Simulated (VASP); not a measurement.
Here is a VASP 6.6.1 calculation.

INCAR

```
PREC = Accurate
ENCUT = 520
EDIFF = 1E-7
ISMEAR = 0
SIGMA = 0.15
LREAL = F
LASPH = T
NELM = 80
ALGO = Normal
ISIF = 2
LWAVE = F
LCHARG = T
GGA = PE
LELF = T
LVHAR = T
NBANDS = 22
```

File KPOINTS:

```
Automatic mesh
0
Gamma
  18 18 10
```

Contents of POSCAR:

```
Rh
1.0
    2.6704000000      0.0000000000      0.0000000000
   -1.3352000000      2.3126342383      0.0000000000
    0.0000000000      0.0000000000      4.1045000000
Rh
2
Direct
    0.6666666667      0.3333333333      0.7500000000
    0.3333333333      0.6666666667      0.2500000000
```

Potentials or basis: VASP PAW PBE potentials, release 64 (Rh_pv).

Launch:

```console
$ cat potpaw_PBE.64/Rh_pv/POTCAR > POTCAR
$ mpirun -np 1 vasp_std > vasp.out
```

(1) What does it give for the pressure?

(2) Predict the band gap on the k mesh.

## Answers

(1) 37.1 GPa.

(2) zero (bands 15 and 16 overlap by 2.59 eV).

Caveat: the cell stands under pressure.
